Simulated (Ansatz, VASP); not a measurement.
# One calculation of BP, two programs

```
P B
1.0
     0.00000    2.26900    2.26900
     2.26900    0.00000    2.26900
     2.26900    2.26900    0.00000
P B
1 1
Cartesian
  1.1345 1.1345 1.1345
  0.0000 0.0000 0.0000
```

Alike in both runs: functional PBEsol-based screened hybrid; k mesh 6 × 6 × 6; no spin polarisation.

|  | VASP | Ansatz |
| --- | --- | --- |
| version | VASP 6.6.1 | Ansatz 0.2.0 |
| potentials or method | VASP PAW PBE potentials, release 64 (P, B) | JTH PAW |
| plane-wave cutoff (eV) | 420 | 840 |
| occupations | gaussian, width 0.01 eV | fixed |
| valence electrons in the cell | 8 | 8 |
| task | single point | density of states |

```tsv
	VASP	Ansatz	Ansatz less VASP
gap on the k mesh at the Fermi level (eV)	2.00	2.00	-0.002
least direct gap on the mesh (eV)	4.31	4.31	-0.001
```

VASP's potentials were made for PBE, not for PBEsol-based screened hybrid.
